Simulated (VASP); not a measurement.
# Te2Mo in VASP: relaxation of the atoms with PBE+D3(BJ)

Aim: the relaxation of the atoms of Te2Mo with PBE+D3(BJ).

Program: VASP 6.6.1. These are calculated values, not measurements. Logs are shortened: lines on timing, memory, paths and dates and some standing lists are left out, and cuts for length are marked.

### Step 1. The cell of the first run

The cell holds a slab with vacuum, 6 atoms: a = 3.504 Å, b = 3.504 Å, c = 24.768 Å, α = 90.00°, β = 90.00°, γ = 120.00°.

### Step 2. Relaxation of the atoms, PBE+D3(BJ)

INCAR

```
SYSTEM = Te2Mo
  PREC = Accurate
  ENCUT = 520
  EDIFF = 1E-6
  ISMEAR = 0
  SIGMA = 0.05
  LREAL = .FALSE.
  LASPH = .TRUE.
  NELM = 100
  ALGO = Normal
  ISIF = 2
  LWAVE = .FALSE.
  LCHARG = .FALSE.
  LDIPOL = .TRUE.
  IDIPOL = 3
  DIPOL = 0.5 0.5 0.404
  GGA = PE
  IVDW = 12
  IBRION = 2
  NSW = 40
  EDIFFG = -0.003
```

KPOINTS

```
regular mesh
0
G
  9 9 1
  0 0 0
```

POSCAR

```
Te2Mo
1.0
    3.5038814672      0.0000000000      0.0000000000
   -1.7519407336      3.0344503624      0.0000000000
    0.0000000000      0.0000000000     24.7677196825
Te Mo
4 2
Selective dynamics
Direct
    0.3333333333      0.6666666667      0.1816881028  F F F
    0.3333333333      0.6666666667      0.3284056807  F F T
    0.3333333333      0.6666666667      0.4790453055  F F T
    0.3333333333      0.6666666667      0.6257628833  F F T
    0.6666666667      0.3333333333      0.2550468917  F F T
    0.6666666667      0.3333333333      0.5524040944  F F T
```

Potentials or basis: VASP PAW PBE potentials, release 64 (Te, Mo_sv).

The run is started by

```sh
> cat potpaw_PBE.64/Te/POTCAR potpaw_PBE.64/Mo_sv/POTCAR > POTCAR
> mpirun -np 1 vasp_std > vasp.out
```

OUTCAR:

```text
SYSTEM = Te2Mo
   PREC = Accurate
   ENCUT = 520
   EDIFF = 1E-6
   ISMEAR = 0
   LREAL = .FALSE.
   LASPH = .TRUE.
   NELM = 100
   ISIF = 2
   GGA = PE
   IVDW = 12
   IBRION = 2
   NSW = 40
   EDIFFG = -0.003
 IVDW          = 12

 ion  position               nearest neighbor table
   1  0.333  0.667  0.182-   5 2.72   5 2.72   5 2.72   2 3.63
   2  0.333  0.667  0.328-   5 2.72   5 2.72   5 2.72   1 3.63
   3  0.333  0.667  0.479-   6 2.72   6 2.72   6 2.72   4 3.63
   4  0.333  0.667  0.626-   6 2.72   6 2.72   6 2.72   3 3.63
   5  0.667  0.333  0.255-   1 2.72   1 2.72   1 2.72   2 2.72   2 2.72   2 2.72
   6  0.667  0.333  0.552-   4 2.72   3 2.72   4 2.72   3 2.72   4 2.72   3 2.72

  LATTYP: Found a hexagonal cell.
 ALAT       =     3.5038814672
 C/A-ratio  =     7.0686522687

  Lattice vectors:

 A1 = (   3.5038814672,   0.0000000000,   0.0000000000)
 A2 = (  -1.7519407336,   3.0344503624,   0.0000000000)
 A3 = (   0.0000000000,   0.0000000000,  24.7677196825)

Analysis of symmetry for initial positions (statically):
=====================================================================
 Subroutine PRICEL returns:
 Original cell was already a primitive cell.

 Routine SETGRP: Setting up the symmetry group for a
 hexagonal supercell.

 Subroutine GETGRP returns: Found 12 space group operations
 (whereof  6 operations were pure point group operations)
 out of a pool of 24 trial point group operations.

The static configuration has the point symmetry C_3v.
 The point group associated with its full space group is D_3h.

Analysis of symmetry for dynamics (positions and initial velocities):
=====================================================================
 Subroutine PRICEL returns:
 Original cell was already a primitive cell.

 Routine SETGRP: Setting up the symmetry group for a
 hexagonal supercell.

 Subroutine GETGRP returns: Found 12 space group operations
 (whereof  6 operations were pure point group operations)
 out of a pool of 24 trial point group operations.

The dynamic configuration has the point symmetry C_3v.
 The point group associated with its full space group is D_3h.

Analysis of constrained symmetry for selective dynamics:
=====================================================================
 Subroutine PRICEL returns:
 Original cell was already a primitive cell.

 Routine SETGRP: Setting up the symmetry group for a
 hexagonal supercell.

 Subroutine GETGRP returns: Found  6 space group operations
 (whereof  6 operations were pure point group operations)
 out of a pool of 24 trial point group operations.

The constrained configuration has the point symmetry C_3v.

 Subroutine INISYM returns: Found  6 space group operations
 (whereof  6 operations are pure point group operations),
 and found     1 'primitive' translations

----------------------------------------------------------------------------------------

                                     Primitive cell

  volume of cell :     263.3392

  direct lattice vectors                    reciprocal lattice vectors
     3.503881467  0.000000000  0.000000000     0.285397782  0.164774486  0.000000000
    -1.751940734  3.034450362  0.000000000     0.000000000  0.329548973  0.000000000
     0.000000000  0.000000000 24.767719683     0.000000000  0.000000000  0.040375134

  length of vectors
     3.503881467  3.503881467 24.767719683     0.329548973  0.329548973  0.040375134

  position of ions in fractional coordinates (direct lattice)
     0.333333333  0.666666667  0.181688103
     0.333333333  0.666666667  0.328405681
     0.333333333  0.666666667  0.479045306
     0.333333333  0.666666667  0.625762883
     0.666666667  0.333333333  0.255046892
     0.666666667  0.333333333  0.552404094

  ion indices of the primitive-cell ions
   primitive index   ion index
                 1           1
                 2           2
                 3           3
                 4           4
                 5           5
                 6           6

----------------------------------------------------------------------------------------

 KPOINTS: regular mesh

Automatic generation of k-mesh.
 Grid dimensions read from file:
 generate k-points for:    9    9    1

 Generating k-lattice:

  Cartesian coordinates                     Fractional coordinates (reciprocal lattice)
     0.031710865  0.018308276  0.000000000     0.111111111  0.000000000  0.000000000
     0.000000000  0.036616553  0.000000000     0.000000000  0.111111111  0.000000000
     0.000000000  0.000000000  0.040375134     0.000000000  0.000000000  1.000000000

  Length of vectors
     0.036616553  0.036616553  0.040375134

  Shift w.r.t. Gamma in fractional coordinates (k-lattice)
     0.000000000  0.000000000  0.000000000

 Subroutine IBZKPT returns following result:
 ===========================================

 Found     12 irreducible k-points:

 Following reciprocal coordinates:
            Coordinates               Weight
  0.000000  0.000000  0.000000      1.000000
  0.111111  0.000000  0.000000      6.000000
  0.222222 -0.000000  0.000000      6.000000
  0.333333  0.000000  0.000000      6.000000
  0.444444 -0.000000  0.000000      6.000000
  0.111111  0.111111  0.000000      6.000000
  0.222222  0.111111  0.000000     12.000000
  0.333333  0.111111  0.000000     12.000000
  0.444444  0.111111  0.000000      6.000000
  0.222222  0.222222  0.000000      6.000000
  0.333333  0.222222  0.000000     12.000000
  0.333333  0.333333  0.000000      2.000000
   k-points           NKPTS =     12   k-points in BZ     NKDIM =     12   number of bands    NBANDS=     31
   number of dos      NEDOS =    301   number of ions     NIONS =      6
   total plane-waves  NPLWV = 150528
   dimension x,y,z NGX =    28 NGY =   28 NGZ =  192
   dimension x,y,z NGXF=    56 NGYF=   56 NGZF=  384
   ions per type =               4   2
   NGX,Y,Z   is equivalent  to a cutoff of  13.28, 13.28, 12.89 a.u.
   NGXF,Y,Z  is equivalent  to a cutoff of  26.57, 26.57, 25.77 a.u.
 SYSTEM =  Te2Mo
   PREC   = accura    normal or accurate (medium, high low for compatibility)
   ISTART =      0    job   : 0-new  1-cont  2-samecut
   ICHARG =      2    charge: 1-file 2-atom 10-const
   ISPIN  =      1    spin polarized calculation?
   LNONCOLLINEAR =      F non collinear calculations
   LSORBIT =      F    spin-orbit coupling
   LASPH  =      T    aspherical Exc in radial PAW
   ENCUT  =  520.0 eV  38.22 Ry    6.18 a.u.   6.51  6.51 46.05*2*pi/ulx,y,z
   NELM   =    100;   NELMIN=  2; NELMDL= -5     # of ELM steps
   EDIFF  = 0.1E-05   stopping-criterion for ELM
   LREAL  =      F    real-space projection
   EDIFFG = -.3E-02   stopping-criterion for IOM
   NSW    =     40    number of steps for IOM
   IBRION =      2    ionic relax: 0-MD 1-quasi-New 2-CG
   NFREE  =      1    steps in history (QN), initial steepest desc. (CG)
   ISIF   =      2    stress and relaxation
   ISYM   =      2    0-nonsym 1-usesym 2-fastsym
   POTIM  = 0.5000    time-step for ionic-motion
   TEBEG  =    0.0;   TEEND  =   0.0 temperature during run
   PSTRESS=    0.0 pullay stress
   NELECT =      52.0000    total number of electrons
   NUPDOWN=      -1.0000    fix difference up-down
   EMIN   =  10.00;   EMAX   =-10.00  energy-range for DOS
   EFERMI =   0.00;   METHOD = LEGACY
   ISMEAR =     0;   SIGMA  =   0.05  broadening in eV -4-tet -1-fermi 0-gaus
   EFERMI_NEDOS =   21; number of points for ismear=-14 and -15
   IALGO  =     38    algorithm
   IMIX   =      4    mixing-type and parameters
     AMIX     =   0.40;   BMIX     =  1.00
     AMIX_MAG =   1.60;   BMIX_MAG =  1.00
  volume/ion in A,a.u.               =      43.89       296.18
  Fermi-wavevector in a.u.,A,eV,Ry     =   0.953317  1.801508 12.365162  0.908814
  Thomas-Fermi vector in A             =   2.081961
   LORBIT       =      0    0 simple, 1 ext, 2 COOP (PROOUT), +10 PAW based schemes
   GGA     = PE    functional components
   LHFCALC =     F    Hartree Fock is set to
   AEXX    =    0.0000 exact exchange contribution
   IVDW    =    12    specifies the selected vdW correction
   LEPSILON=     F    determine dielectric tensor
   LRPA    =     F    only Hartree local field effects (RPA)
 conjugate gradient relaxation of ions
 non-spin polarized calculation
 Gauss-broadening in eV      SIGMA  =   0.05
  energy-cutoff  :      520.00
  volume of cell :      263.34
 maximum number of plane-waves:      7173
 NGX is ok and might be reduce to    28
   NGX = 13   NGY = 13   NGZ = 93

--------------------------------------- Ionic step        1  -------------------------------------------

 number of electron      51.9999997 magnetization

 Free energy of the ion-electron system (eV)
  ---------------------------------------------------
  ext. energy  EPLUGINS =         0.00000000
  ---------------------------------------------------
  free energy    TOTEN  =       -35.90240464 eV

  energy without entropy =      -35.90240464  energy(sigma->0) =      -35.90240464

------------------------ aborting loop because EDIFF is reached ----------------------------------------

 Edisp (eV)   -2.73655

 E8    (eV) :    -1.2944
[... 117 lines left out ...]
  FREE ENERGIE OF THE ION-ELECTRON SYSTEM (eV)
  ---------------------------------------------------
  free  energy   TOTEN  =       -38.6412590948 eV

  energy  without entropy=      -38.6412590948  energy(sigma->0) =      -38.64125909

[... ionic steps 4 to 20 ...]

--------------------------------------- Ionic step       21  -------------------------------------------

 number of electron      51.9999999 magnetization

------------------------ aborting loop because EDIFF is reached ----------------------------------------
[... 77 lines left out ...]
  FREE ENERGIE OF THE ION-ELECTRON SYSTEM (eV)
  ---------------------------------------------------
  free  energy   TOTEN  =       -38.6597152533 eV

  energy  without entropy=      -38.6597152533  energy(sigma->0) =      -38.65971525

 dipolmoment           0.000000      0.000000      0.000027 electrons x Angstroem

--------------------------------------- Ionic step       23  -------------------------------------------

 number of electron      51.9999999 magnetization

 dipolmoment           0.000000      0.000000     -0.000024 electrons x Angstroem

 Free energy of the ion-electron system (eV)
  ---------------------------------------------------
  ext. energy  EPLUGINS =         0.00000000
  ---------------------------------------------------
  free energy    TOTEN  =       -35.97165210 eV

  energy without entropy =      -35.97165210  energy(sigma->0) =      -35.97165210

 E-fermi :   2.8095     XC(G=0):  -6.4579

 val. band max:        2.4965336144   @ k =   0.3333   0.3333   0.0000
 cond. band min:       3.6384363957   @ k =   0.2222   0.2222   0.0000
 fundamental gap:      1.1419027813
 Fermi energy:         2.8095499472

 k-point     1 :       0.0000    0.0000    0.0000
  band No.  band energies     occupation
      1     -58.1794      2.00000
      2     -58.1790      2.00000
      3     -32.3568      2.00000
      4     -32.3565      2.00000
      5     -32.2118      2.00000
      6     -32.2118      2.00000
[... 397 lines left out ...]
     30       4.3981      0.00000
     31       4.9449      0.00000

------------------------ aborting loop because EDIFF is reached ----------------------------------------

 vacuum level on the upper side and lower side of the slab       (xc-potential included)        -0.163        -0.151

 Edisp (eV)   -2.68807

 E8    (eV) :    -1.2719

  FORCE on cell =-STRESS in cart. coord.  units (eV):
  Direction    XX          YY          ZZ          XY          YZ          ZX
  --------------------------------------------------------------------------------------
  -------------------------------------------------------------------------------------
  Total      -0.22249    -0.22249    -0.03798     0.00000     0.00000     0.00000
  in kB      -1.35363    -1.35363    -0.23110     0.00000     0.00000     0.00000
  external pressure =       -0.98 kB  Pullay stress =        0.00 kB
[... 21 lines left out ...]
  FREE ENERGIE OF THE ION-ELECTRON SYSTEM (eV)
  ---------------------------------------------------
  free  energy   TOTEN  =       -38.6597214396 eV

  energy  without entropy=      -38.6597214396  energy(sigma->0) =      -38.65972144

 reached required accuracy - stopping structural energy minimisation

 vacuum level on the upper side and lower side of the slab         7.157         7.169
```

Run time: 34 min. Hardware: 1 thread of Oxide Virtual Turin-like, shared host; peak memory 0.43 GiB.

Results:

```
Free energy                : -38.6597 eV
Energy gained by relaxing  : 3.5 meV/atom
Ionic steps                : 23
Band gap on the k mesh     : 1.14 eV (least direct gap 1.16 eV)
Dispersion energy per atom : -0.448 eV
```

The path:
```tsv
step	energy change (eV)	largest force on free atoms (eV/Å)	pressure (GPa)
1	0.0000	0.1393	0.08
2	-0.0016	0.0715	0.18
3	-0.0023	0.1135	0.31
4	-0.0034	0.1000	0.34
5	-0.0036	0.1244	0.35
6	-0.0045	0.0691	0.34
7	-0.0053	0.0955	0.31
8	-0.0063	0.0859	0.30
9	-0.0079	0.1631	0.26
10	-0.0084	0.1592	0.25
11	-0.0096	0.1467	0.23
12	-0.0119	0.1222	0.19
13	-0.0154	0.0749	0.11
14	-0.0190	0.0822	-0.05
15	-0.0192	0.1205	-0.10
16	-0.0201	0.0545	-0.14
17	-0.0201	0.0555	-0.14
18	-0.0204	0.0433	-0.14
19	-0.0207	0.0333	-0.14
20	-0.0207	0.0256	-0.11
21	-0.0207	0.0178	-0.11
22	-0.0208	0.0107	-0.09
23	-0.0208	0.0022	-0.10
```

Final structure:
```cif
data_structure
_symmetry_space_group_name_H-M 'P 1'
_symmetry_Int_Tables_number 1
_cell_length_a 3.5039
_cell_length_b 3.5039
_cell_length_c 24.7677
_cell_angle_alpha 90.000
_cell_angle_beta 90.000
_cell_angle_gamma 120.000
_cell_volume 263.34
loop_
_atom_site_label
_atom_site_type_symbol
_atom_site_fract_x
_atom_site_fract_y
_atom_site_fract_z
_atom_site_occupancy
Te1 Te 0.33333 0.66667 0.18169 1
Te2 Te 0.33333 0.66667 0.32843 1
Te3 Te 0.33333 0.66667 0.48986 1
Te4 Te 0.33333 0.66667 0.63662 1
Mo1 Mo 0.66667 0.33333 0.25505 1
Mo2 Mo 0.66667 0.33333 0.56325 1
```

Levels at points of the mesh, in eV from the valence-band top:
```
           k point  band 24  band 25  band 26  band 27  band 28  band 29
(0.00, 0.00, 0.00)    -0.84    -0.73    -0.31     3.14     3.14     3.20
```

Caveat: spin-orbit coupling is left out, which moves the levels of the heavy elements.
